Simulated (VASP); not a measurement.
The system is CoO.

```
CELL_PARAMETERS angstrom
2.79799 0.00000 0.00000
-1.39900 2.42313 0.00000
0.00000 0.00000 2.73070
ATOMIC_POSITIONS crystal
Co 0.00000 0.00000 0.00000
O 0.66667 0.33333 0.50000
```

Base run:

| Quantity | Value |
| --- | --- |
| Program | VASP 6.6.1 |
| Functional | PBE |
| Potentials or basis | VASP PAW PBE potentials, release 64 (Co, O) |
| Cutoff | 520 eV |
| k mesh | 11 × 11 × 10 |
| Occupations | fermi-dirac, width 0.05 eV |
| Spin | collinear spin, ferromagnetic start |
| Starting moments | [2.0, 0.0] μB |

Its results: band gap on the k mesh zero (filled and empty bands overlap); pressure 2.8 GPa; net moment 3.00 μB per cell; site moments Co +2.54; O +0.41 μB.

Task: The run is repeated on the same cell with these changes: potentials or basis from VASP PAW PBE potentials, release 64 (Co, O) to VASP PAW PBE potentials, release 64 (Co_sv, O); cutoff from 520 eV to 600 eV; further incar settings from ALGO = Normal; EDIFF = 1e-07; NBANDS = 18 to ALGO = Normal; EDIFF = 1e-06; NBANDS = 22; valence electrons from 15 to 23. What comes out?

Result: Band gap on the k mesh zero (filled and empty bands overlap); pressure 0.6 GPa; net moment 3.00 μB per cell; site moments Co +2.53; O +0.40 μB.

Caveats: a cell with one magnetic atom can't hold antiferromagnetic order, which such compounds often take; semilocal functionals often make such compounds metallic where correlation or magnetic order opens a gap, which also shifts bond lengths.
